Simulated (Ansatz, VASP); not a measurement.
# One calculation of Ge, two programs

```
Ge
1.0
     1.39715   -2.60052    0.00000
     1.39715    2.60052    0.00000
     0.00000    0.00000    2.69823
Ge
1
Direct
  0.50000 0.50000 0.00000
```

Alike in both runs: task relaxation of cell and atoms; functional PBE; k mesh 16 × 16 × 16; occupations gaussian, width 0.1 eV; no spin polarisation.

|  | VASP | Ansatz |
| --- | --- | --- |
| version | VASP 6.6.1 | Ansatz 0.2.0 |
| potentials or method | VASP PAW PBE potentials, release 64 (Ge_d), cutoff 600 eV | scalar-relativistic, plane waves, PAW |
| valence electrons in the cell | 14 | 14 |

```tsv
	VASP	Ansatz	Ansatz less VASP
gap on the k mesh at the Fermi level, each at its own relaxed structure (eV)	none	none	-
relaxed volume (Å³/atom)	19.39	19.38	-0.013
relaxed cell length with the largest relative difference (Å)	2.688	2.688	-0.0005
```

A gap of «none» marks a metal or a gap that the smearing closes.
